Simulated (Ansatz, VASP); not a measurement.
**PtSe2 in VASP and in Ansatz**

```
Pt Se
1.0
     3.43750    0.00000    0.00000
    -1.71875    2.97696    0.00000
     0.00000    0.00000    7.77442
Pt Se
1 2
Direct
  0.00000 0.00000 0.00000
  0.33333 0.66667 0.20019
  0.66667 0.33333 0.79981
```

Alike in both runs: task single point; functional PBE; k mesh 12 × 12 × 6; occupations gaussian, width 0.05 eV; no spin polarisation.

|  | VASP | Ansatz |
| --- | --- | --- |
| version | VASP 6.6.1 | Ansatz 0.2.0 |
| potentials or method | VASP PAW PBE potentials, release 64 (Pt, Se), cutoff 520 eV | scalar-relativistic, plane waves, PAW |
| valence electrons in the cell | 22 | 50 |

VASP gave:

- gap on the k mesh at the Fermi level (eV): 0.19
- least direct gap on the mesh (eV): 0.78
- pressure (GPa): 4.1
- traceless stress, the component that is largest in VASP (GPa): -8.27
- rms of the force components (eV/Å): 0.311

Question: What did Ansatz give for the same quantities?

Answer: gap on the k mesh at the Fermi level (eV): 0.20; least direct gap on the mesh (eV): 0.78; pressure (GPa): 4.1; traceless stress, the component that is largest in VASP (GPa): -8.29; rms of the force components (eV/Å): 0.311.

Atom by atom the forces differ by 0.000 eV/Å (rms over components). With one functional, cell and mesh, what is left measures potentials, basis and numerics. VASP's potentials hold 22 valence electrons a cell and Ansatz's 50, so a difference there can come from the potentials and not from the codes.

Neither program's run includes spin-orbit coupling.
